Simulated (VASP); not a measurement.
# SrC2 (I4/mmm) in VASP: a series of runs

SrC2 is run at these levels: LDA; tasks: electric field gradients, density of states.

Program: VASP 6.6.1. These are calculated values, not measurements. Logs are shortened: lines on timing, memory, paths and dates and some standing lists are left out, and cuts for length are marked.

### 1 The cell of the first run

The structure is tetragonal, space group I4/mmm (No. 139). Conventional cell: a = 4.098 Å, b = 4.098 Å, c = 6.813 Å, α = 90.00°, β = 90.00°, γ = 90.00°. Sr (site symmetry 4/mmm) has 10 C at 2.78 to 2.96 Å within 3.7 Å. Within 1.7 Å of C (site symmetry 4mm) lie 1 C at 1.25 Å.

### 2 Electric field gradients, LDA

INCAR reads:

```
SYSTEM = SrC2
  PREC = Accurate
  ENCUT = 520
  EDIFF = 1E-8
  ISMEAR = -1
  SIGMA = 0.03
  LREAL = .FALSE.
  LASPH = .TRUE.
  NELM = 60
  ALGO = Normal
  ISIF = 2
  LWAVE = .FALSE.
  LCHARG = .FALSE.
  GGA = CA
  LEFG = .TRUE.
  NBANDS = 16
```

KPOINTS reads:

```
Automatic mesh
0
G
  10 10 10
  0 0 0
```

POSCAR reads:

```
SrC2
1.0
   -2.0488908708      2.0488908708      3.4066710956
    2.0488908708     -2.0488908708      3.4066710956
    2.0488908708      2.0488908708     -3.4066710956
Sr C
1 2
Direct
    0.0000000000      0.0000000000      0.0000000000
    0.4079264400      0.4079264400      0.0000000000
    0.5920735600      0.5920735600      0.0000000000
```

Potentials or basis: VASP PAW LDA potentials, release 64 (Sr_sv, C).

Started as:

```sh
$ cat potpaw_LDA.64/Sr_sv/POTCAR potpaw_LDA.64/C/POTCAR > POTCAR
$ mpirun -np 1 vasp_std > vasp.out
```

OUTCAR:

```text
SYSTEM = SrC2
   PREC = Accurate
   ENCUT = 520
   EDIFF = 1E-8
   ISMEAR = -1
   LREAL = .FALSE.
   LASPH = .TRUE.
   NELM = 60
   ISIF = 2
   GGA = CA

 ion  position               nearest neighbor table
   1  0.000  0.000  0.000-   2 2.78   3 2.78   3 2.96   2 2.96   3 2.96   3 2.96   3 2.96   2 2.96
                             2 2.96   2 2.96
   2  0.408  0.408  0.000-   3 1.25   1 2.78   1 2.96   1 2.96   1 2.96   1 2.96
   3  0.592  0.592  0.000-   2 1.25   1 2.78   1 2.96   1 2.96   1 2.96   1 2.96

  LATTYP: Found a body centered tetragonal cell.
 ALAT       =     4.0977817416
 C/A-ratio  =     1.6626903581

  Lattice vectors:

 A1 = (  -2.0488908708,   2.0488908708,   3.4066710956)
 A2 = (   2.0488908708,  -2.0488908708,   3.4066710956)
 A3 = (   2.0488908708,   2.0488908708,  -3.4066710956)

Analysis of symmetry for initial positions (statically):
=====================================================================
 Subroutine PRICEL returns:
 Original cell was already a primitive cell.

 Routine SETGRP: Setting up the symmetry group for a
 body centered tetragonal supercell.

 Subroutine GETGRP returns: Found 16 space group operations
 (whereof 16 operations were pure point group operations)
 out of a pool of 16 trial point group operations.

The static configuration has the point symmetry D_4h.

Analysis of symmetry for dynamics (positions and initial velocities):
=====================================================================
 Subroutine PRICEL returns:
 Original cell was already a primitive cell.

 Routine SETGRP: Setting up the symmetry group for a
 body centered tetragonal supercell.

 Subroutine GETGRP returns: Found 16 space group operations
 (whereof 16 operations were pure point group operations)
 out of a pool of 16 trial point group operations.

The dynamic configuration has the point symmetry D_4h.

 Subroutine INISYM returns: Found 16 space group operations
 (whereof 16 operations are pure point group operations),
 and found     1 'primitive' translations

----------------------------------------------------------------------------------------

                                     Primitive cell

  volume of cell :      57.2042

  direct lattice vectors                    reciprocal lattice vectors
    -2.048890871  2.048890871  3.406671096     0.000000000  0.244034471  0.146770846
     2.048890871 -2.048890871  3.406671096     0.244034471  0.000000000  0.146770846
     2.048890871  2.048890871 -3.406671096     0.244034471  0.244034471  0.000000000

  length of vectors
     4.472283036  4.472283036  4.472283036     0.284770968  0.284770968  0.345116859

  position of ions in fractional coordinates (direct lattice)
     0.000000000  0.000000000  0.000000000
     0.407926440  0.407926440  0.000000000
     0.592073560  0.592073560  0.000000000

  ion indices of the primitive-cell ions
   primitive index   ion index
                 1           1
                 2           2
                 3           3

----------------------------------------------------------------------------------------

 KPOINTS: Automatic mesh

Automatic generation of k-mesh.
 Grid dimensions read from file:
 generate k-points for:   10   10   10

 Generating k-lattice:

  Cartesian coordinates                     Fractional coordinates (reciprocal lattice)
     0.000000000  0.024403447  0.014677085     0.100000000 -0.000000000  0.000000000
     0.024403447  0.000000000  0.014677085    -0.000000000  0.100000000  0.000000000
     0.024403447  0.024403447  0.000000000     0.000000000  0.000000000  0.100000000

  Length of vectors
     0.028477097  0.028477097  0.034511686

  Shift w.r.t. Gamma in fractional coordinates (k-lattice)
     0.000000000  0.000000000  0.000000000

 Subroutine IBZKPT returns following result:
 ===========================================

 Found    102 irreducible k-points:

 Following reciprocal coordinates:
            Coordinates               Weight
  0.000000  0.000000  0.000000      1.000000
  0.100000 -0.000000  0.000000      8.000000
  0.200000 -0.000000  0.000000      8.000000
  0.300000 -0.000000  0.000000      8.000000
  0.400000 -0.000000  0.000000      8.000000
  0.500000 -0.000000  0.000000      4.000000
[... 16 lines left out ...]
  0.300000  0.300000  0.000000      8.000000
  0.400000  0.300000  0.000000     16.000000
 [... further k-points ...]
   k-points           NKPTS =    102   k-points in BZ     NKDIM =    102   number of bands    NBANDS=     16
   number of dos      NEDOS =    301   number of ions     NIONS =      3
   total plane-waves  NPLWV =  46656
   dimension x,y,z NGX =    36 NGY =   36 NGZ =   36
   dimension x,y,z NGXF=    72 NGYF=   72 NGZF=   72
   ions per type =               1   2
   NGX,Y,Z   is equivalent  to a cutoff of  13.38, 13.38, 13.38 a.u.
   NGXF,Y,Z  is equivalent  to a cutoff of  26.76, 26.76, 26.76 a.u.
 SYSTEM =  SrC2
   PREC   = accura    normal or accurate (medium, high low for compatibility)
   ISTART =      0    job   : 0-new  1-cont  2-samecut
   ICHARG =      2    charge: 1-file 2-atom 10-const
   ISPIN  =      1    spin polarized calculation?
   LNONCOLLINEAR =      F non collinear calculations
   LSORBIT =      F    spin-orbit coupling
   LASPH  =      T    aspherical Exc in radial PAW
   ENCUT  =  520.0 eV  38.22 Ry    6.18 a.u.   8.32  8.32  8.32*2*pi/ulx,y,z
   NELM   =     60;   NELMIN=  2; NELMDL= -5     # of ELM steps
   EDIFF  = 0.1E-07   stopping-criterion for ELM
   LREAL  =      F    real-space projection
   EDIFFG = 0.1E-06   stopping-criterion for IOM
   NSW    =      0    number of steps for IOM
   IBRION =     -1    ionic relax: 0-MD 1-quasi-New 2-CG
   NFREE  =      0    steps in history (QN), initial steepest desc. (CG)
   ISIF   =      2    stress and relaxation
   ISYM   =      2    0-nonsym 1-usesym 2-fastsym
   POTIM  = 0.5000    time-step for ionic-motion
   TEBEG  =    0.0;   TEEND  =   0.0 temperature during run
   PSTRESS=    0.0 pullay stress
   NELECT =      18.0000    total number of electrons
   NUPDOWN=      -1.0000    fix difference up-down
   EMIN   =  10.00;   EMAX   =-10.00  energy-range for DOS
   EFERMI =   0.00;   METHOD = LEGACY
   ISMEAR =    -1;   SIGMA  =   0.03  broadening in eV -4-tet -1-fermi 0-gaus
   EFERMI_NEDOS =   21; number of points for ismear=-14 and -15
   IALGO  =     38    algorithm
   IMIX   =      4    mixing-type and parameters
     AMIX     =   0.40;   BMIX     =  1.00
     AMIX_MAG =   1.60;   BMIX_MAG =  1.00
  volume/ion in A,a.u.               =      19.07       128.68
  Fermi-wavevector in a.u.,A,eV,Ry     =   1.113499  2.104207 16.869583  1.239879
  Thomas-Fermi vector in A             =   2.250084
   LORBIT       =      0    0 simple, 1 ext, 2 COOP (PROOUT), +10 PAW based schemes
   GGA     = CA    functional components
   LHFCALC =     F    Hartree Fock is set to
   AEXX    =    0.0000 exact exchange contribution
   IVDW    =     0    specifies the selected vdW correction
   LEPSILON=     F    determine dielectric tensor
   LRPA    =     F    only Hartree local field effects (RPA)
 non-spin polarized calculation
  energy-cutoff  :      520.00
  volume of cell :       57.20
 maximum number of plane-waves:      1565
 NGX is ok and might be reduce to    36
   NGX = 17   NGY = 17   NGZ = 17

 number of electron      18.0000000 magnetization

 Free energy of the ion-electron system (eV)
  ---------------------------------------------------
  ext. energy  EPLUGINS =         0.00000000
  ---------------------------------------------------
  free energy    TOTEN  =       -21.73717333 eV

  energy without entropy =      -21.73717333  energy(sigma->0) =      -21.73717333

 E-fermi :   1.1565     XC(G=0):  -9.3569

 val. band max:        0.4965232920   @ k =  -0.4000  -0.4000   0.4000
 cond. band min:       1.9947466999   @ k =   0.5000   0.5000   0.0000
 fundamental gap:      1.4982234079
 Fermi energy:         1.1564692968

 k-point     1 :       0.0000    0.0000    0.0000
  band No.  band energies     occupation
      1     -32.5374      2.00000
      2     -14.6244      2.00000
      3     -14.6244      2.00000
      4     -14.5168      2.00000
      5     -11.7910      2.00000
      6      -1.7218      2.00000
[... 8 lines left out ...]
     15       9.8632      0.00000
     16      10.3608      0.00000

 k-point     2 :       0.1000   -0.0000    0.0000
  band No.  band energies     occupation
      1     -32.5358      2.00000
      2     -14.6679      2.00000
      3     -14.6235      2.00000
      4     -14.5253      2.00000
      5     -11.7326      2.00000
      6      -2.1254      2.00000
[... 8 lines left out ...]
     15       9.7793      0.00000
     16      10.4074      0.00000

 k-point     3 :       0.2000   -0.0000    0.0000
  band No.  band energies     occupation
      1     -32.5316      2.00000
      2     -14.7797      2.00000
      3     -14.6209      2.00000
      4     -14.5418      2.00000
      5     -11.5867      2.00000
      6      -2.5280      2.00000
[... 8 lines left out ...]
     15       9.4634      0.00000
     16       9.7395      0.00000

 k-point     4 :       0.3000   -0.0000    0.0000
  band No.  band energies     occupation
      1     -32.5264      2.00000
      2     -14.9085      2.00000
      3     -14.6177      2.00000
      4     -14.5590      2.00000
      5     -11.4177      2.00000
      6      -2.8660      2.00000
[... 8 lines left out ...]
     15       8.6623      0.00000
     16       9.2837      0.00000
[... 324 lines left out ...]
 k-point    22 :      -0.2000    0.2000    0.0000
  band No.  band energies     occupation
      1     -32.5281      2.00000
      2     -14.7936      2.00000
      3     -14.6789      2.00000
      4     -14.5387      2.00000
      5     -11.5341      2.00000
      6      -1.9254      2.00000
[... 8 lines left out ...]
     15       8.9187      0.00000
     16       9.7795      0.00000

 k-point    23 :       0.3000    0.3000    0.0000
  band No.  band energies     occupation
      1     -32.5170      2.00000
      2     -14.8617      2.00000
      3     -14.7744      2.00000
      4     -14.5908      2.00000
      5     -11.4272      2.00000
      6      -2.9289      2.00000
[... 8 lines left out ...]
     15       9.2241      0.00000
     16       9.6851      0.00000

 k-point    24 :       0.4000    0.3000    0.0000
  band No.  band energies     occupation
      1     -32.5145      2.00000
      2     -14.8817      2.00000
      3     -14.7712      2.00000
      4     -14.5945      2.00000
      5     -11.4588      2.00000
      6      -2.7478      2.00000
[... 8 lines left out ...]
     15       9.3234      0.00000
     16       9.6021      0.00000

 [... further k-points ...]

------------------------ aborting loop because EDIFF is reached ----------------------------------------

  FORCE on cell =-STRESS in cart. coord.  units (eV):
  Direction    XX          YY          ZZ          XY          YZ          ZX
  --------------------------------------------------------------------------------------
  -------------------------------------------------------------------------------------
  Total       -1.1254469     -1.1254469     -1.2815814      0.0000000      0.0000000      0.0000000
  in kB      -31.5215634    -31.5215634    -35.8945839      0.0000000      0.0000000      0.0000000
  external PRESSURE =     -32.9792369 kB  Pullay stress =       0.0000000 kB

 VOLUME and BASIS-vectors are now :
 -----------------------------------------------------------------------------
  energy-cutoff  :      520.00
  volume of cell :       57.20
      direct lattice vectors                 reciprocal lattice vectors
    -2.048890871  2.048890871  3.406671096     0.000000000  0.244034471  0.146770846
     2.048890871 -2.048890871  3.406671096     0.244034471  0.000000000  0.146770846
     2.048890871  2.048890871 -3.406671096     0.244034471  0.244034471  0.000000000

 POSITION                                       TOTAL-FORCE (eV/Angst)
 -----------------------------------------------------------------------------------
      0.00000      0.00000      0.00000        -0.000000     -0.000000      0.000000
      0.00000      0.00000      2.77934         0.000000      0.000000     -0.116269
      0.00000      0.00000      4.03400        -0.000000     -0.000000      0.116269
 -----------------------------------------------------------------------------------
    total drift:                                0.000000      0.000000      0.000000

  FREE ENERGIE OF THE ION-ELECTRON SYSTEM (eV)
  ---------------------------------------------------
  free  energy   TOTEN  =       -21.7371733290 eV

  energy  without entropy=      -21.7371733290  energy(sigma->0) =      -21.73717333

 Electric field gradients (V/A^2)
---------------------------------------------------------------------
 ion       V_xx      V_yy      V_zz      V_xy      V_xz      V_yz
---------------------------------------------------------------------
   1      31.866    31.866   -63.732     0.000     0.000     0.000
   2      38.750    38.750   -77.501     0.000     0.000     0.000
   3      38.750    38.750   -77.501     0.000     0.000     0.000
---------------------------------------------------------------------

 Electric field gradients after diagonalization (V/A^2)
 (convention: |V_zz| > |V_xx| > |V_yy|)
----------------------------------------------------------------------
 ion       V_xx      V_yy      V_zz     asymmetry (V_yy - V_xx)/ V_zz
----------------------------------------------------------------------
   1      31.866    31.866   -63.732       0.000
   2      38.750    38.750   -77.501       0.000
   3      38.750    38.750   -77.501       0.000
----------------------------------------------------------------------

           NMR quadrupolar parameters

 Cq : quadrupolar parameter    Cq=e*Q*V_zz/h
 eta: asymmetry parameters     (V_yy - V_xx)/ V_zz
 Q  : nuclear electric quadrupole moment in mb (millibarn)
----------------------------------------------------------------------
 ion       Cq(MHz)       eta       Q (mb)
----------------------------------------------------------------------
   1      -0.154       0.000       1.000
   2      -0.187       0.000       1.000
   3      -0.187       0.000       1.000
----------------------------------------------------------------------
```

Run time: 85 s. Hardware: 1 thread of Oxide Virtual Turin-like, shared host; peak memory 0.2 GiB.

What came out:

| Item | Value |
| --- | --- |
| Free energy | -21.7372 eV |
| Pressure | -3.3 GPa |
| Largest force | 0.116 eV/Å |
| Band gap on the k mesh | 1.50 eV, indirect (least direct gap 2.30 eV) |

Forces in eV/Å, atoms in the order of the input:
```
Sr   0.000  0.000  0.000
C    0.000  0.000 -0.116
C    0.000  0.000  0.116
```

Stress tensor (GPa, compression positive):
```
-3.15  0.00  0.00
 0.00 -3.15  0.00
 0.00  0.00 -3.59
```

Electric field gradients, principal values (V/Å²):
```
atom   least  middle  greatest (by size)
1 Sr  31.866  31.866             -63.732
 2 C  38.750  38.750             -77.501
 3 C  38.750  38.750             -77.501
```

Caveat: without QUAD_EFG the Cq values of the log hold for a quadrupole moment of 1 mb, not for the nuclei. A hybrid or GW would open this gap; LDA tends to underestimate it.

### 3 Density of states, LDA

POSCAR is that of step 2.

INCAR.step1 reads:

```
ALGO = Normal
EDIFF = 1E-6
ENCUT = 520
ISIF = 2
ISMEAR = -1
LASPH = True
LCHARG = True
LREAL = False
LWAVE = False
NBANDS = 16
NELM = 80
PREC = Accurate
SIGMA = 0.03
```

KPOINTS.step1 reads:

```
k-points
0
Gamma
  10 10 10
```

INCAR.step2 reads:

```
ALGO = Normal
EDIFF = 1E-6
ENCUT = 520
ICHARG = 11
ISIF = 2
ISMEAR = -5
LASPH = True
LCHARG = False
LORBIT = 10
LREAL = False
LWAVE = False
NBANDS = 16
NEDOS = 1001
NELM = 80
PREC = Accurate
SIGMA = 0.03
```

KPOINTS.step2 reads:

```
k-points
0
Gamma
  15 15 15
```

Potentials or basis: VASP PAW LDA potentials, release 64 (Sr_sv, C).

Started as:

```sh
$ cat potpaw_LDA.64/Sr_sv/POTCAR potpaw_LDA.64/C/POTCAR > POTCAR
$ cp INCAR.step1 INCAR
$ cp KPOINTS.step1 KPOINTS
$ mpirun -np 1 vasp_std > vasp.out
$ cp INCAR.step2 INCAR
$ cp KPOINTS.step2 KPOINTS
$ mpirun -np 1 vasp_std > vasp.out
```

It took 2.8 min on 1 thread of Oxide Virtual Turin-like, shared host; peak memory 0.33 GiB.

Results (log left out):

| Item | Value |
| --- | --- |
| Valence electrons inside the program's atomic spheres | Sr 7.96; C 2.51 |

Levels at points of the mesh, in eV from the valence-band top:
```tsv
k point	band 6	band 7	band 8	band 9	band 10	band 11	band 12	band 13
(0.00, 0.00, 0.00)	-2.22	-2.17	-0.89	-0.89	3.42	3.42	4.39	5.24
```
